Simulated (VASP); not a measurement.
# La16CO24 (a cell with a defect) (C interstitial hop between voids) in VASP: single point with PBE

Aim: the single point of La16CO24 (a cell with a defect) (C interstitial hop between voids) with PBE.

Program: VASP 6.6.1. These are calculated values, not measurements. Logs are shortened: lines on timing, memory, paths and dates and some standing lists are left out, and cuts for length are marked.

## (1) The cell of the first run

The cell holds a defect, 41 atoms: a = 7.881 Å, b = 7.881 Å, c = 12.376 Å, α = 90.00°, β = 90.00°, γ = 120.00°.

## (2) Single point, PBE

File INCAR:

```
ALGO     = Normal         # electronic algorithm
EDIFF    = 1E-7           # SCF threshold, eV
ENCUT    = 520            # plane-wave cutoff, eV
GGA      = PE             # functional
ISIF     = 2              # what is computed and relaxed
ISMEAR   = -1             # smearing method
LASPH    = T              # aspherical terms in the spheres
LCHARG   = T              # write CHGCAR
LELF     = T              # ELF
LREAL    = Auto         
LVHAR    = T            
LWAVE    = F              # write WAVECAR
NBANDS   = 188            # bands
NELM     = 80             # most SCF steps
PREC     = Accurate       # precision mode
SIGMA    = 0.01           # smearing width, eV
```

File KPOINTS:

```
k-points
0
Gamma
  1 1 1
```

File POSCAR:

```
La16CO24
1.0
    7.8811453700     -0.0000000600      0.0000000000
   -3.9405726400      6.8252721300      0.0000000000
    0.0000000000      0.0000000000     12.3757188400
La O C
16 24 1
Direct
    0.3460140213      0.1499806896      0.3994478271
    0.1291697490      0.3668633221      0.0877582154
    0.3346411163      0.1615435984      0.8895065525
    0.1629543605      0.3332284730      0.6184904569
    0.3246898246      0.6318849912      0.3671869132
    0.1393924801      0.8402721385      0.1456467316
    0.3485885036      0.6834640337      0.8743003247
    0.1738219462      0.8420832021      0.6316008873
    0.8639515496      0.1710910612      0.3672921193
    0.6561842040      0.3567106180      0.1456613570
    0.8127274448      0.1474260703      0.8742405302
    0.6539905625      0.3222596839      0.6315987056
    0.8324413494      0.6632752458      0.3989874094
    0.6566630993      0.8391392944      0.1264704718
    0.8260905367      0.6700342437      0.8947219263
    0.6570375533      0.8389056041      0.6154857022
    0.3068070696      0.1891090925      0.1016919515
    0.1972292192      0.2987028170      0.2672840295
   -0.0684500597     -0.0412310306      0.0037843458
    0.3259365750      0.1701492625      0.6940480881
    0.1585466156      0.3376341581      0.8829791741
    0.0236236717      0.0458579520      0.4969424467
    0.3126604690      0.6728234320      0.1742058807
    0.1624795546      0.8115718911      0.3449263881
   -0.0359581296      0.5324413340      0.0230088453
    0.3267074604      0.6644983428      0.6857546709
    0.1556071589      0.8332442870      0.8215500151
    0.0381291127      0.4578098782      0.4847376607
    0.8238742839      0.1833903507      0.1743200559
    0.6846177934      0.3333815850      0.3449057025
    0.5065480340     -0.0100709493     -0.0201515567
    0.8315167945      0.1692773604      0.6856838063
    0.6629082647      0.3405615184      0.8215614892
    0.4915881430      0.0042952177      0.5284284561
    0.8197696100      0.6762515781      0.2057212218
    0.6588100644      0.8369118375      0.3453642617
    0.5373579095      0.5647303080      0.0037893556
    0.8344861867      0.6616020525      0.6058905424
    0.6712341156      0.8248493149      0.8022097244
    0.4503136369      0.4725136179      0.4970504808
    0.3021338057      0.1958965141      0.2169199248
```

Potentials or basis: VASP PAW PBE potentials, release 64 (La, O, C).

Run with:

```
$ cat potpaw_PBE.64/La/POTCAR potpaw_PBE.64/O/POTCAR potpaw_PBE.64/C/POTCAR > POTCAR
$ mpirun -np 1 vasp_gam > vasp.out
```

OUTCAR:

```text
EDIFF = 1E-7
   ENCUT = 520
   GGA = PE
   ISIF = 2
   ISMEAR = -1
   LASPH = T
   LREAL = Auto
   NELM = 80
   PREC = Accurate

 ion  position               nearest neighbor table
   1  0.346  0.150  0.399-  41 2.34  24 2.41  30 2.41  34 2.55  22 2.55  40 2.55  18 2.61   8 3.56
                            12 3.56
   2  0.129  0.367  0.088-  29 2.36  23 2.36  25 2.40  18 2.41  17 2.43  21 2.57  41 2.84  11 3.45
                             7 3.45
   3  0.335  0.162  0.890-  33 2.40  27 2.40  21 2.41  20 2.42  31 2.60  17 2.65
   4  0.163  0.333  0.618-  28 2.37  26 2.41  32 2.41  20 2.41  40 2.47  22 2.47
   5  0.325  0.632  0.367-  36 2.32  24 2.35  23 2.42  28 2.45  40 2.53  18 2.61   9 3.63
   6  0.139  0.840  0.146-  35 2.30  23 2.35  17 2.44  24 2.49  41 2.59  25 2.60
   7  0.349  0.683  0.874-  26 2.34  21 2.37  39 2.38  27 2.43  31 2.47  37 2.66   2 3.45  11 3.66

   8  0.174  0.842  0.632-  38 2.34  27 2.35  26 2.36  20 2.37  34 2.52   1 3.56
   9  0.864  0.171  0.367-  36 2.32  30 2.35  29 2.42  28 2.45  22 2.52  18 2.61   5 3.63
  10  0.656  0.357  0.146-  35 2.30  29 2.35  17 2.45  30 2.49  41 2.58  25 2.60
  11  0.813  0.147  0.874-  32 2.34  21 2.37  39 2.38  33 2.44  31 2.47  19 2.66   2 3.45   7 3.66

  12  0.654  0.322  0.632-  38 2.34  33 2.35  32 2.36  20 2.37  34 2.52   1 3.56
  13  0.832  0.663  0.399-  30 2.35  24 2.35  35 2.40  36 2.46  38 2.56  16 3.59
  14  0.657  0.839  0.126-  37 2.42  19 2.42  23 2.42  29 2.42  35 2.43  36 2.71  31 2.74  15 3.68

  15  0.826  0.670  0.895-  39 2.40  19 2.41  37 2.41  33 2.42  27 2.42  25 2.46  14 3.68
  16  0.657  0.839  0.615-  39 2.32  32 2.42  26 2.42  38 2.42  34 2.50  13 3.59
  17  0.307  0.189  0.102-  41 1.43   2 2.43   6 2.44  10 2.45   3 2.65
  18  0.197  0.299  0.267-  41 1.55   2 2.41   5 2.61   1 2.61   9 2.61
  19  0.932  0.959  0.004-  15 2.41  14 2.42  11 2.66
  20  0.326  0.170  0.694-  12 2.37   8 2.37   4 2.41   3 2.42
  21  0.159  0.338  0.883-   7 2.37  11 2.37   3 2.41   2 2.57
  22  0.024  0.046  0.497-   4 2.47   9 2.52   1 2.55
  23  0.313  0.673  0.174-   6 2.35   2 2.36   5 2.42  14 2.42
  24  0.162  0.812  0.345-   5 2.35  13 2.35   1 2.41   6 2.49
  25  0.964  0.532  0.023-   2 2.40  15 2.46   6 2.60  10 2.60
  26  0.327  0.664  0.686-   7 2.34   8 2.36   4 2.41  16 2.42
  27  0.156  0.833  0.822-   8 2.35   3 2.40  15 2.42   7 2.43
  28  0.038  0.458  0.485-   4 2.37   5 2.45   9 2.45
  29  0.824  0.183  0.174-  10 2.35   2 2.36   9 2.42  14 2.42
  30  0.685  0.333  0.345-   9 2.35  13 2.35   1 2.41  10 2.49
  31  0.507  0.990  0.980-  11 2.47   7 2.47   3 2.60  14 2.74
  32  0.832  0.169  0.686-  11 2.34  12 2.36   4 2.41  16 2.42
  33  0.663  0.341  0.822-  12 2.35   3 2.40  15 2.42  11 2.44
  34  0.492  0.004  0.528-  16 2.50   8 2.52  12 2.52   1 2.55
  35  0.820  0.676  0.206-  10 2.30   6 2.30  13 2.40  14 2.43
  36  0.659  0.837  0.345-   5 2.32   9 2.32  13 2.46  14 2.71
  37  0.537  0.565  0.004-  15 2.41  14 2.42   7 2.66
  38  0.834  0.662  0.606-   8 2.34  12 2.34  16 2.42  13 2.56
  39  0.671  0.825  0.802-  16 2.32  11 2.38   7 2.38  15 2.40
  40  0.450  0.473  0.497-   4 2.47   5 2.53   1 2.55
  41  0.302  0.196  0.217-  17 1.43  18 1.55   1 2.34  10 2.58   6 2.59   2 2.84

  LATTYP: Found a hexagonal cell.
 ALAT       =     7.8811453700
 C/A-ratio  =     1.5702944507

  Lattice vectors:

 A1 = (   7.8811453700,  -0.0000000600,   0.0000000000)
 A2 = (  -3.9405726400,   6.8252721300,   0.0000000000)
 A3 = (   0.0000000000,   0.0000000000,  12.3757188400)

Analysis of symmetry for initial positions (statically):
=====================================================================
 Subroutine PRICEL returns:
 Original cell was already a primitive cell.

 Routine SETGRP: Setting up the symmetry group for a
 hexagonal supercell.

 Subroutine GETGRP returns: Found  1 space group operations
 (whereof  1 operations were pure point group operations)
 out of a pool of 24 trial point group operations.

The static configuration has the point symmetry C_1 .

Analysis of symmetry for dynamics (positions and initial velocities):
=====================================================================
 Subroutine PRICEL returns:
 Original cell was already a primitive cell.

 Routine SETGRP: Setting up the symmetry group for a
 hexagonal supercell.

 Subroutine GETGRP returns: Found  1 space group operations
 (whereof  1 operations were pure point group operations)
 out of a pool of 24 trial point group operations.

The dynamic configuration has the point symmetry C_1 .

 Subroutine INISYM returns: Found  1 space group operations
 (whereof  1 operations are pure point group operations),
 and found     1 'primitive' translations

----------------------------------------------------------------------------------------

                                     Primitive cell

  volume of cell :     665.7018

  direct lattice vectors                    reciprocal lattice vectors
     7.881145370 -0.000000060  0.000000000     0.126885111  0.073257152  0.000000000
    -3.940572640  6.825272130  0.000000000     0.000000001  0.146514305  0.000000000
     0.000000000  0.000000000 12.375718840     0.000000000  0.000000000  0.080803387

  length of vectors
     7.881145370  7.881145372 12.375718840     0.146514305  0.146514305  0.080803387

  position of ions in fractional coordinates (direct lattice)
     0.346014021  0.149980690  0.399447827
     0.129169749  0.366863322  0.087758215
     0.334641116  0.161543598  0.889506553
     0.162954361  0.333228473  0.618490457
     0.324689825  0.631884991  0.367186913
     0.139392480  0.840272138  0.145646732
[... 33 lines left out ...]
     0.450313637  0.472513618  0.497050481
     0.302133806  0.195896514  0.216919925

  ion indices of the primitive-cell ions
   primitive index   ion index
                 1           1
                 2           2
                 3           3
                 4           4
                 5           5
                 6           6
[... 33 lines left out ...]
                40          40
                41          41

----------------------------------------------------------------------------------------

 KPOINTS: k-points

Automatic generation of k-mesh.
 Grid dimensions read from file:
 generate k-points for:    1    1    1

 Generating k-lattice:

  Cartesian coordinates                     Fractional coordinates (reciprocal lattice)
     0.126885111  0.073257152  0.000000000     1.000000000  0.000000000  0.000000000
     0.000000001  0.146514305  0.000000000     0.000000000  1.000000000  0.000000000
     0.000000000  0.000000000  0.080803387     0.000000000  0.000000000  1.000000000

  Length of vectors
     0.146514305  0.146514305  0.080803387

  Shift w.r.t. Gamma in fractional coordinates (k-lattice)
     0.000000000  0.000000000  0.000000000

 Subroutine IBZKPT returns following result:
 ===========================================

 Found      1 irreducible k-points:

 Following reciprocal coordinates:
            Coordinates               Weight
  0.000000  0.000000  0.000000      1.000000
   k-points           NKPTS =      1   k-points in BZ     NKDIM =      1   number of bands    NBANDS=    188
   number of dos      NEDOS =    301   number of ions     NIONS =     41
   total plane-waves  NPLWV = 345600
   dimension x,y,z NGX =    60 NGY =   60 NGZ =   96
   dimension x,y,z NGXF=   120 NGYF=  120 NGZF=  192
   ions per type =              16  24   1
   NGX,Y,Z   is equivalent  to a cutoff of  12.66, 12.66, 12.90 a.u.
   NGXF,Y,Z  is equivalent  to a cutoff of  25.31, 25.31, 25.79 a.u.
 SYSTEM =  unknown system
   PREC   = accura    normal or accurate (medium, high low for compatibility)
   ISTART =      0    job   : 0-new  1-cont  2-samecut
   ICHARG =      2    charge: 1-file 2-atom 10-const
   ISPIN  =      1    spin polarized calculation?
   LNONCOLLINEAR =      F non collinear calculations
   LSORBIT =      F    spin-orbit coupling
   LASPH  =      T    aspherical Exc in radial PAW
   ENCUT  =  520.0 eV  38.22 Ry    6.18 a.u.  14.65 14.65 23.01*2*pi/ulx,y,z
   NELM   =     80;   NELMIN=  2; NELMDL= -5     # of ELM steps
   EDIFF  = 0.1E-06   stopping-criterion for ELM
   LREAL  =      T    real-space projection
   EDIFFG = 0.1E-05   stopping-criterion for IOM
   NSW    =      0    number of steps for IOM
   IBRION =     -1    ionic relax: 0-MD 1-quasi-New 2-CG
   NFREE  =      0    steps in history (QN), initial steepest desc. (CG)
   ISIF   =      2    stress and relaxation
   ISYM   =      2    0-nonsym 1-usesym 2-fastsym
   POTIM  = 0.5000    time-step for ionic-motion
   TEBEG  =    0.0;   TEEND  =   0.0 temperature during run
   PSTRESS=    0.0 pullay stress
   NELECT =     324.0000    total number of electrons
   NUPDOWN=      -1.0000    fix difference up-down
   EMIN   =  10.00;   EMAX   =-10.00  energy-range for DOS
   EFERMI =   0.00;   METHOD = LEGACY
   ISMEAR =    -1;   SIGMA  =   0.01  broadening in eV -4-tet -1-fermi 0-gaus
   EFERMI_NEDOS =   21; number of points for ismear=-14 and -15
   IALGO  =     38    algorithm
   IMIX   =      4    mixing-type and parameters
     AMIX     =   0.40;   BMIX     =  1.00
     AMIX_MAG =   1.60;   BMIX_MAG =  1.00
  volume/ion in A,a.u.               =      16.24       109.57
  Fermi-wavevector in a.u.,A,eV,Ry     =   1.287745  2.433485 22.562372  1.658288
  Thomas-Fermi vector in A             =   2.419741
   LORBIT       =      0    0 simple, 1 ext, 2 COOP (PROOUT), +10 PAW based schemes
   GGA     = PE    functional components
[... 5 lines left out ...]
 non-spin polarized calculation
  energy-cutoff  :      520.00
  volume of cell :      665.70
 maximum number of plane-waves:      8979
 NGX is ok and might be reduce to    60
   NGX = 29   NGY = 29   NGZ = 47

 number of electron     323.9999979 magnetization

 Free energy of the ion-electron system (eV)
  ---------------------------------------------------
  ext. energy  EPLUGINS =         0.00000000
  ---------------------------------------------------
  free energy    TOTEN  =      -336.55500373 eV

  energy without entropy =     -336.55500373  energy(sigma->0) =     -336.55500373

 E-fermi :   8.7002     XC(G=0): -10.4135

 val. band max:        8.4451394636   @ k =   0.0000   0.0000   0.0000
 cond. band min:       9.8204598565   @ k =   0.0000   0.0000   0.0000
 fundamental gap:      1.3753203929
 Fermi energy:         8.7002177111

 k-point     1 :       0.0000    0.0000    0.0000
  band No.  band energies     occupation
      1     -23.9598      2.00000
      2     -23.8911      2.00000
      3     -23.7819      2.00000
      4     -23.7760      2.00000
      5     -23.7376      2.00000
      6     -23.7305      2.00000
[... 166 lines left out ...]
    173      10.5923      0.00000
    174      10.6348      0.00000
 [bands above 174 left out]

------------------------ aborting loop because EDIFF is reached ----------------------------------------

  FORCE on cell =-STRESS in cart. coord.  units (eV):
  Direction    XX          YY          ZZ          XY          YZ          ZX
  --------------------------------------------------------------------------------------
  -------------------------------------------------------------------------------------
  Total       16.8605460     22.5911405     18.2884634      5.1268757     -2.5491771      4.3978686
  in kB       40.5791059     54.3712098     44.0157451     12.3391042     -6.1352301     10.5845668
  external PRESSURE =      46.3220203 kB  Pullay stress =       0.0000000 kB

 VOLUME and BASIS-vectors are now :
 -----------------------------------------------------------------------------
  energy-cutoff  :      520.00
  volume of cell :      665.70
      direct lattice vectors                 reciprocal lattice vectors
     7.881145370 -0.000000060  0.000000000     0.126885111  0.073257152  0.000000000
    -3.940572640  6.825272130  0.000000000     0.000000001  0.146514305  0.000000000
     0.000000000  0.000000000 12.375718840     0.000000000  0.000000000  0.080803387

 POSITION                                       TOTAL-FORCE (eV/Angst)
 -----------------------------------------------------------------------------------
      2.13598      1.02366      4.94345         0.005007      0.004709     -0.016688
     -0.42765      2.50394      1.08607         0.000086      0.008625      0.005276
      2.00078      1.10258     11.00828         0.000750      0.001790      0.004662
     -0.02884      2.27437      7.65426        -0.003749     -0.002785      0.008545
      0.06894      4.31279      4.54420        -0.004042      0.007501     -0.018161
     -2.21258      5.73509      1.80248        -0.008666     -0.007249      0.005898
[... 33 lines left out ...]
      1.68701      3.22503      6.15136        -0.004132     -0.009982     -0.001957
      1.60922      1.33705      2.68454         0.055002     -0.019659      0.162311
 -----------------------------------------------------------------------------------
    total drift:                               -0.011043      0.003812      0.023899

  FREE ENERGIE OF THE ION-ELECTRON SYSTEM (eV)
  ---------------------------------------------------
  free  energy   TOTEN  =      -336.5550037342 eV

  energy  without entropy=     -336.5550037342  energy(sigma->0) =     -336.55500373
```

Wall time 6.2 min (1 thread of Intel Xeon 6975P-C (Granite Rapids), shared host); peak memory 0.7 GiB.

Results:

| Property | Result |
| --- | --- |
| Free energy | -336.5550 eV |
| Pressure | 4.6 GPa |
| Largest force | 0.193 eV/Å |
| Band gap on the k mesh | 1.38 eV |

Forces on the atoms (eV/Å):
```
La   0.005  0.005 -0.017
La   0.000  0.009  0.005
La   0.001  0.002  0.005
La  -0.004 -0.003  0.009
La  -0.004  0.008 -0.018
La  -0.009 -0.007  0.006
La   0.008  0.003 -0.007
La  -0.004  0.001  0.007
La  -0.004  0.001 -0.020
La   0.009  0.006  0.000
La  -0.003 -0.007 -0.007
La  -0.002  0.000  0.008
La   0.004  0.000 -0.020
La   0.012  0.001 -0.020
La  -0.001  0.003  0.008
La   0.000  0.000  0.009
O    0.008 -0.012 -0.193
O   -0.072  0.020  0.035
O   -0.010 -0.006 -0.001
O    0.000  0.002 -0.005
O   -0.006  0.002  0.011
O    0.007  0.007  0.004
O    0.004 -0.012  0.009
O   -0.001 -0.001  0.000
O   -0.002  0.001  0.003
O   -0.002 -0.006 -0.003
O    0.000  0.002  0.011
O    0.014 -0.006 -0.009
O   -0.008 -0.001  0.002
O   -0.001 -0.004  0.010
O    0.007 -0.005 -0.008
O    0.005  0.009 -0.007
O    0.007 -0.002  0.009
O   -0.010  0.007  0.003
O    0.003  0.004  0.006
O   -0.001  0.001  0.016
O    0.000  0.012  0.000
O    0.003 -0.003  0.000
O   -0.005  0.000  0.000
O   -0.004 -0.010 -0.002
C    0.055 -0.020  0.162
```

Stress tensor (GPa, compression positive):
```
 4.06  1.23  1.06
 1.23  5.44 -0.61
 1.06 -0.61  4.40
```

Caveat: the k points lie up to 0.92 Å⁻¹ apart; spin-orbit coupling is left out, which moves the levels of the heavy elements.
